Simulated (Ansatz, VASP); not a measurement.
## One calculation of TaNbO, two programs

```
Ta Nb O
1.0
     0.00000   -3.48297    0.00000
    -6.65394    0.00000    0.00000
     0.00000    0.00000   -9.70961
Ta Nb O
4 4 4
Direct
  0.00000 0.00000 0.78060
  0.00000 0.50000 0.78060
  0.50000 0.75000 0.21940
  0.50000 0.25000 0.21940
  0.50000 0.00000 0.56018
  0.50000 0.50000 0.56018
  0.00000 0.75000 0.43982
  0.00000 0.25000 0.43982
  0.50000 0.50000 0.12076
  0.50000 0.00000 0.12076
  0.00000 0.75000 0.87924
  0.00000 0.25000 0.87924
```

Alike in both runs: task single point; functional PBE; k mesh 6 × 4 × 2; occupations gaussian, width 0.2 eV; no spin polarisation.

|  | VASP | Ansatz |
| --- | --- | --- |
| version | VASP 6.6.1 | Ansatz 0.2.0 |
| potentials or method | VASP PAW PBE potentials, release 64 (Ta_sv_GW, Nb_sv, O), cutoff 700 eV | scalar-relativistic, plane waves, PAW |
| valence electrons in the cell | 128 | 128 |

Ansatz gave:

```
gap on the k mesh at the Fermi level (eV)                     : none
pressure (GPa)                                                : 0.1
traceless stress, the component that is largest in VASP (GPa) : 0.16
rms of the force components (eV/Å)                            : 0.018
```

Task: What did VASP give for the same quantities?

Result: gap on the k mesh at the Fermi level (eV): none; pressure (GPa): 0.1; traceless stress, the component that is largest in VASP (GPa): 0.52; rms of the force components (eV/Å): 0.039.

Atom by atom the forces differ by 0.022 eV/Å (rms over components). A gap of «none» marks a metal or a gap that the smearing closes. The functional is the same, so the differences come from potentials, cutoffs and numerics.

Neither program's run includes spin-orbit coupling.
